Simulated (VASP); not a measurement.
# Ti (Fm-3m) in VASP: notebook

Aim: see how the results for Ti move with the level of theory and the settings. Levels: PBEsol-based screened hybrid, r2SCAN. Tasks: relaxation of cell and atoms, single point.

All numbers are computed with VASP 6.6.1; they aren't measurements. Logs are shortened: lines on timing, memory, paths and dates and some standing lists are left out, and cuts for length are marked.

## Step 1: The cell of the first run

It takes space group Fm-3m (No. 225, cubic). Conventional cell: a = 4.060 Å, b = 4.060 Å, c = 4.060 Å, α = 90.00°, β = 90.00°, γ = 90.00°. Within 3.8 Å of Ti (site symmetry m-3m) lie 12 Ti at 2.87 Å.

## Step 2: Relaxation of cell and atoms, PBEsol-based screened hybrid

Contents of POSCAR:

```
Ti
1.0
    0.0000000000      2.0300000000      2.0300000000
    2.0300000000      0.0000000000      2.0300000000
    2.0300000000      2.0300000000      0.0000000000
Ti
1
Direct
    0.0000000000      0.0000000000      0.0000000000
```

Contents of INCAR.step1:

```
ALGO = Normal
EDIFF = 1E-5
ENCUT = 600
GGA = PE
ISMEAR = -1
LASPH = T
LCHARG = F
LREAL = F
LWAVE = T
NBANDS = 12
NELM = 80
PREC = Accurate
SIGMA = 0.05
```

Contents of INCAR.step2:

```
AEXX = 0.25
ALGO = Normal
EDIFF = 1E-6
EDIFFG = -0.01
ENCUT = 600
GGA = PS
HFSCREEN = 0.207
IBRION = 2
ISIF = 3
ISMEAR = -1
ISTART = 1
LASPH = T
LCHARG = F
LHFCALC = T
LREAL = F
LWAVE = F
NELM = 80
NSW = 60
PREC = Accurate
PRECFOCK = Normal
SIGMA = 0.05
```

Contents of KPOINTS:

```
k-points
0
Gamma
  6 6 6
```

Potentials or basis: VASP PAW PBE potentials, release 64 (Ti_sv).

Launch:

```bash
$ cat potpaw_PBE.64/Ti_sv/POTCAR > POTCAR
$ cp INCAR.step1 INCAR
$ mpirun -np 1 vasp_std > vasp.out
$ cp INCAR.step2 INCAR
$ mpirun -np 1 vasp_std > vasp.out
```

OUTCAR:

```text
AEXX = 0.25
   EDIFF = 1E-6
   EDIFFG = -0.01
   ENCUT = 600
   GGA = PS
   HFSCREEN = 0.207
   IBRION = 2
   ISIF = 3
   ISMEAR = -1
   ISTART = 1
   LASPH = T
   LHFCALC = T
   LREAL = F
   NELM = 80
   NSW = 60
   PREC = Accurate
   PRECFOCK = Normal

 ion  position               nearest neighbor table
   1  0.000  0.000  0.000-

  LATTYP: Found a face centered cubic cell.
 ALAT       =     4.0600000000

  Lattice vectors:

 A1 = (   0.0000000000,   2.0300000000,   2.0300000000)
 A2 = (   2.0300000000,   0.0000000000,   2.0300000000)
 A3 = (   2.0300000000,   2.0300000000,   0.0000000000)

Analysis of symmetry for initial positions (statically):
=====================================================================
 Subroutine PRICEL returns:
 Original cell was already a primitive cell.

 Routine SETGRP: Setting up the symmetry group for a
 face centered cubic supercell.

 Subroutine GETGRP returns: Found 48 space group operations
 (whereof 48 operations were pure point group operations)
 out of a pool of 48 trial point group operations.

The static configuration has the point symmetry O_h .

Analysis of symmetry for dynamics (positions and initial velocities):
=====================================================================
 Subroutine PRICEL returns:
 Original cell was already a primitive cell.

 Routine SETGRP: Setting up the symmetry group for a
 face centered cubic supercell.

 Subroutine GETGRP returns: Found 48 space group operations
 (whereof 48 operations were pure point group operations)
 out of a pool of 48 trial point group operations.

The dynamic configuration has the point symmetry O_h .

 Subroutine INISYM returns: Found 48 space group operations
 (whereof 48 operations are pure point group operations),
 and found     1 'primitive' translations

----------------------------------------------------------------------------------------

                                     Primitive cell

  volume of cell :      16.7309

  direct lattice vectors                    reciprocal lattice vectors
     0.000000000  2.030000000  2.030000000    -0.246305419  0.246305419  0.246305419
     2.030000000  0.000000000  2.030000000     0.246305419 -0.246305419  0.246305419
     2.030000000  2.030000000  0.000000000     0.246305419  0.246305419 -0.246305419

  length of vectors
     2.870853532  2.870853532  2.870853532     0.426613499  0.426613499  0.426613499

  position of ions in fractional coordinates (direct lattice)
     0.000000000  0.000000000  0.000000000

  ion indices of the primitive-cell ions
   primitive index   ion index
                 1           1

----------------------------------------------------------------------------------------

 KPOINTS: k-points

Automatic generation of k-mesh.
 Grid dimensions read from file:
 generate k-points for:    6    6    6

 Generating k-lattice:

  Cartesian coordinates                     Fractional coordinates (reciprocal lattice)
    -0.041050903  0.041050903  0.041050903     0.166666667  0.000000000  0.000000000
     0.041050903 -0.041050903  0.041050903     0.000000000  0.166666667  0.000000000
     0.041050903  0.041050903 -0.041050903     0.000000000  0.000000000  0.166666667

  Length of vectors
     0.071102250  0.071102250  0.071102250

  Shift w.r.t. Gamma in fractional coordinates (k-lattice)
     0.000000000  0.000000000  0.000000000

 Subroutine IBZKPT returns following result:
 ===========================================

 Found     16 irreducible k-points:

 Following reciprocal coordinates:
            Coordinates               Weight
  0.000000  0.000000  0.000000      1.000000
  0.166667  0.000000  0.000000      8.000000
  0.333333  0.000000  0.000000      8.000000
  0.500000  0.000000  0.000000      4.000000
  0.166667  0.166667  0.000000      6.000000
  0.333333  0.166667  0.000000     24.000000
[... 8 lines left out ...]
 -0.333333  0.333333  0.166667     24.000000
 -0.333333  0.500000  0.166667     12.000000
   k-points           NKPTS =     16   k-points in BZ     NKDIM =    216   number of bands    NBANDS=     10
   number of dos      NEDOS =    301   number of ions     NIONS =      1
   total plane-waves  NPLWV =  13824
   dimension x,y,z NGX =    24 NGY =   24 NGZ =   24
   dimension x,y,z NGXF=    48 NGYF=   48 NGZF=   48
   ions per type =               1
   NGX,Y,Z   is equivalent  to a cutoff of  13.90, 13.90, 13.90 a.u.
   NGXF,Y,Z  is equivalent  to a cutoff of  27.80, 27.80, 27.80 a.u.
 SYSTEM =  unknown system
   PREC   = accura    normal or accurate (medium, high low for compatibility)
   ISTART =      1    job   : 0-new  1-cont  2-samecut
   ICHARG =      0    charge: 1-file 2-atom 10-const
   ISPIN  =      1    spin polarized calculation?
   LNONCOLLINEAR =      F non collinear calculations
   LSORBIT =      F    spin-orbit coupling
   LASPH  =      T    aspherical Exc in radial PAW
   ENCUT  =  600.0 eV  44.10 Ry    6.64 a.u.   5.73  5.73  5.73*2*pi/ulx,y,z
   NELM   =     80;   NELMIN=  2; NELMDL=  0     # of ELM steps
   EDIFF  = 0.1E-05   stopping-criterion for ELM
   LREAL  =      F    real-space projection
   EDIFFG = -.1E-01   stopping-criterion for IOM
   NSW    =     60    number of steps for IOM
   IBRION =      2    ionic relax: 0-MD 1-quasi-New 2-CG
   NFREE  =      1    steps in history (QN), initial steepest desc. (CG)
   ISIF   =      3    stress and relaxation
   ISYM   =      3    0-nonsym 1-usesym 2-fastsym
   POTIM  = 0.5000    time-step for ionic-motion
   TEBEG  =    0.0;   TEEND  =   0.0 temperature during run
   PSTRESS=    0.0 pullay stress
   NELECT =      12.0000    total number of electrons
   NUPDOWN=      -1.0000    fix difference up-down
   EMIN   =  10.00;   EMAX   =-10.00  energy-range for DOS
   EFERMI =   0.00;   METHOD = LEGACY
   ISMEAR =    -1;   SIGMA  =   0.05  broadening in eV -4-tet -1-fermi 0-gaus
   EFERMI_NEDOS =   21; number of points for ismear=-14 and -15
   IALGO  =     38    algorithm
   IMIX   =      1    mixing-type and parameters
     AMIX     =   0.40;   BMIX     =  1.00
     AMIX_MAG =   1.60;   BMIX_MAG =  1.00
  volume/ion in A,a.u.               =      16.73       112.91
  Fermi-wavevector in a.u.,A,eV,Ry     =   1.465421  2.769245 29.217967  2.147460
  Thomas-Fermi vector in A             =   2.581280
   LORBIT       =      0    0 simple, 1 ext, 2 COOP (PROOUT), +10 PAW based schemes
   GGA     = PS    functional components
   LHFCALC =     T    Hartree Fock is set to
   PRECFOCK=normal    Normal, Fast or Accurate (Low or Medium for compatibility)
   ENCUT4O =  -1.0   cutoff for four orbital integrals eV
   NKREDX  =     1    reduce k-point grid by
   NKREDY  =     1    reduce k-point grid by
   NKREDZ  =     1    reduce k-point grid by
   AEXX    =    0.2500 exact exchange contribution
   HFSCREEN=    0.2070 screening length (either q_TF or 0.3 A-1)
   HFSCREENC=   0.2070 screening length for correlation (either q_TF or 0.3 A-1)
   ENCUTFOCK=  -1.0 apply spherical cutoff to Coloumb kernel
   IVDW    =     0    specifies the selected vdW correction
   LEPSILON=     F    determine dielectric tensor
   LRPA    =     F    only Hartree local field effects (RPA)
 conjugate gradient relaxation of ions
 non-spin polarized calculation
  energy-cutoff  :      600.00
  volume of cell :       16.73
 maximum number of plane-waves:       568
  NGX = 18; NGY = 18; NGZ = 18

 number of electron      12.0000002 magnetization

 Free energy of the ion-electron system (eV)
  ---------------------------------------------------
  ext. energy  EPLUGINS =         0.00000000
  ---------------------------------------------------
  free energy    TOTEN  =        -9.73884444 eV

  energy without entropy =       -9.72949318  energy(sigma->0) =       -9.73416881

 E-fermi :   8.5208     XC(G=0):  -9.7067

 val. band max:        8.4424387941   @ k =  -0.3333   0.3333   0.1667
 cond. band min:       8.6537034781   @ k =  -0.3333   0.3333   0.0000
 fundamental gap:      0.2112646840
 Fermi energy:         8.5208427202

 k-point     1 :       0.0000    0.0000    0.0000
  band No.  band energies     occupation
      1     -52.8470      2.00000
      2     -27.0506      2.00000
      3     -27.0506      2.00000
      4     -27.0506      2.00000
      5       1.0928      2.00000
      6       9.9405      0.00000
      7       9.9405      0.00000
      8       9.9405      0.00000
      9      12.1506      0.00000
     10      12.1506      0.00000

 k-point     2 :       0.1667    0.0000    0.0000
  band No.  band energies     occupation
      1     -52.8089      2.00000
      2     -27.2635      2.00000
      3     -27.0745      2.00000
      4     -27.0745      2.00000
      5       2.1041      2.00000
      6       9.1964      0.00000
      7      10.2227      0.00000
      8      10.2227      0.00000
      9      11.9810      0.00000
     10      11.9810      0.00000

 k-point     3 :       0.3333    0.0000    0.0000
  band No.  band energies     occupation
      1     -52.7317      2.00000
      2     -27.6771      2.00000
      3     -27.1216      2.00000
      4     -27.1216      2.00000
      5       4.3303      2.00000
      6       8.3494      1.93716
      7      10.1699      0.00000
      8      10.1699      0.00000
      9      12.5185      0.00000
     10      12.5185      0.00000

 k-point     4 :       0.5000    0.0000    0.0000
  band No.  band energies     occupation
      1     -52.6927      2.00000
      2     -27.8789      2.00000
      3     -27.1449      2.00000
      4     -27.1449      2.00000
      5       5.2396      2.00000
      6       8.8705      0.00184
      7       9.9325      0.00000
      8       9.9325      0.00000
      9      13.1544      0.00000
     10      13.1544      0.00000

 k-point     5 :       0.1667    0.1667    0.0000
  band No.  band energies     occupation
      1     -52.7963      2.00000
      2     -27.2605      2.00000
      3     -27.1178      2.00000
      4     -27.1178      2.00000
      5       2.4253      2.00000
      6       8.7895      0.00923
      7      10.5307      0.00000
      8      10.5307      0.00000
      9      11.1840      0.00000
     10      12.4283      0.00000

 k-point     6 :       0.3333    0.1667    0.0000
  band No.  band energies     occupation
      1     -52.7324      2.00000
      2     -27.5580      2.00000
      3     -27.1808      2.00000
      4     -27.1748      2.00000
      5       4.2886      2.00000
      6       7.8812      1.99999
      7       9.8754      0.00000
      8      10.8642      0.00000
      9      12.0270      0.00000
     10      12.8540      0.00000
[... 79 lines left out ...]
 k-point    13 :       0.5000    0.5000    0.0000
  band No.  band energies     occupation
      1     -52.6439      2.00000
      2     -27.8086      2.00000
      3     -27.3178      2.00000
      4     -27.3178      2.00000
      5       5.3993      2.00000
      6       6.2206      2.00000
      7      11.7019      0.00000
      8      13.3444      0.00000
      9      13.4185      0.00000
     10      13.4185      0.00000

 k-point    14 :       0.5000    0.3333    0.1667
  band No.  band energies     occupation
      1     -52.6813      2.00000
      2     -27.6601      2.00000
      3     -27.3639      2.00000
      4     -27.2137      2.00000
      5       5.9196      2.00000
      6       7.4736      2.00000
      7       8.8196      0.00507
      8      11.7266      0.00000
      9      12.1816      0.00000
     10      14.2920      0.00000

 k-point    15 :      -0.3333    0.3333    0.1667
  band No.  band energies     occupation
      1     -52.6556      2.00000
      2     -27.6774      2.00000
      3     -27.4655      2.00000
      4     -27.2573      2.00000
      5       7.0641      2.00000
      6       7.1868      2.00000
      7       8.4424      1.65502
      8      11.3691      0.00000
      9      12.9550      0.00000
     10      16.3510      0.00000

 k-point    16 :      -0.3333    0.5000    0.1667
  band No.  band energies     occupation
      1     -52.6434      2.00000
      2     -27.6907      2.00000
      3     -27.4448      2.00000
      4     -27.3312      2.00000
      5       6.2805      2.00000
      6       7.0081      2.00000
      7       9.2363      0.00000
      8      12.0599      0.00000
      9      13.4168      0.00000
     10      16.3240      0.00000

------------------------ aborting loop because EDIFF is reached ----------------------------------------

  FORCE on cell =-STRESS in cart. coord.  units (eV):
  Direction    XX          YY          ZZ          XY          YZ          ZX
  --------------------------------------------------------------------------------------
  -------------------------------------------------------------------------------------
  Total        0.0071255      0.0071255      0.0071255     -0.0000000     -0.0000000      0.0000000
  in kB        0.6823510      0.6823510      0.6823510     -0.0000000     -0.0000000      0.0000000
  external PRESSURE =       0.6823510 kB  Pullay stress =       0.0000000 kB

 VOLUME and BASIS-vectors are now :
 -----------------------------------------------------------------------------
  energy-cutoff  :      600.00
  volume of cell :       16.73
      direct lattice vectors                 reciprocal lattice vectors
     0.000000000  2.030000000  2.030000000    -0.246305419  0.246305419  0.246305419
     2.030000000  0.000000000  2.030000000     0.246305419 -0.246305419  0.246305419
     2.030000000  2.030000000  0.000000000     0.246305419  0.246305419 -0.246305419

 POSITION                                       TOTAL-FORCE (eV/Angst)
 -----------------------------------------------------------------------------------
      0.00000      0.00000      0.00000         0.000000      0.000000      0.000000
 -----------------------------------------------------------------------------------
    total drift:                               -0.000000      0.000000      0.000000

  FREE ENERGIE OF THE ION-ELECTRON SYSTEM (eV)
  ---------------------------------------------------
  free  energy   TOTEN  =        -9.7388444407 eV

  energy  without entropy=       -9.7294931830  energy(sigma->0) =       -9.73416881

 reached required accuracy - stopping structural energy minimisation
```

It took 22 min on 1 thread of AMD EPYC 7R13, shared host; peak memory 0.22 GiB.

What came out:

```yaml
Free_energy: -9.7388 eV
Pressure_after_relaxing: 0.1 GPa
Band_gap_on_the_k_mesh: zero (band 6 reaches 9.94 eV, above the bottom of band 7 at 8.44 eV)
```

Final structure:
```
CELL_PARAMETERS angstrom
0.00000 2.03000 2.03000
2.03000 0.00000 2.03000
2.03000 2.03000 0.00000
ATOMIC_POSITIONS crystal
Ti 0.00000 0.00000 0.00000
```

Caveat: the k points lie up to 0.45 Å⁻¹ apart in the final cell; the relaxation stopped at its first step, so nothing moved; the PAW data sets were made with another functional, which shifts forces and pressure a little.

## Step 3: Single point, r2SCAN

This run uses another cell than the first one, of 17.35 Å³/atom, 1.037 times its volume.

Contents of POSCAR:

```
Ti
1.0
    0.0000000000      2.0548713417      2.0548713417
    2.0548713417      0.0000000000      2.0548713417
    2.0548713417      2.0548713417      0.0000000000
Ti
1
Direct
    0.0000000000      0.0000000000      0.0000000000
```

Contents of INCAR.step1:

```
SYSTEM = Ti
PREC = Accurate
ENCUT = 550
ISMEAR = -1
SIGMA = 0.05
LREAL = .FALSE.
LASPH = .TRUE.
NELM = 120
NBANDS = 12
GGA = PE
ALGO = Normal
EDIFF = 1E-5
LWAVE = .TRUE.
LCHARG = .FALSE.
GGA_COMPAT = .FALSE.
```

Contents of INCAR.step2:

```
SYSTEM = Ti
PREC = Accurate
ENCUT = 550
EDIFF = 1E-6
ISMEAR = -1
SIGMA = 0.05
LREAL = .FALSE.
LASPH = .TRUE.
NELM = 120
ALGO = Normal
ISIF = 2
LWAVE = .FALSE.
LCHARG = .FALSE.
METAGGA = R2SCAN
LMIXTAU = .TRUE.
NBANDS = 12
ISTART = 1
GGA_COMPAT = .FALSE.
```

Contents of KPOINTS:

```
Automatic mesh
0
G
  11 11 11
  0 0 0
```

Potentials or basis: VASP PAW PBE potentials, release 64 (Ti_sv).

Launch:

```bash
$ cat potpaw_PBE.64/Ti_sv/POTCAR > POTCAR
$ cp INCAR.step1 INCAR
$ mpirun -np 1 vasp_std > vasp.out
$ cp INCAR.step2 INCAR
$ mpirun -np 1 vasp_std > vasp.out
```

Wall time 32 s (1 thread of Intel Xeon 6975P-C, shared host); peak memory 0.15 GiB.

It converged, with:

```
Free energy            : -12.8867 eV
Pressure               : 0.4 GPa
Band gap on the k mesh : zero (band 6 reaches 9.24 eV, above the bottom of band 7 at 7.98 eV)
```

Levels at points of the mesh, in eV from the Fermi level:
```csv
k point,band 3,band 4,band 5,band 6,band 7,band 8,band 9,band 10
"(0.00, 0.00, 0.00)",-33.83,-33.83,-6.46,1.01,1.01,1.01,2.82,2.82
```

Caveat: the PAW data sets were made with another functional, which shifts forces and pressure a little.
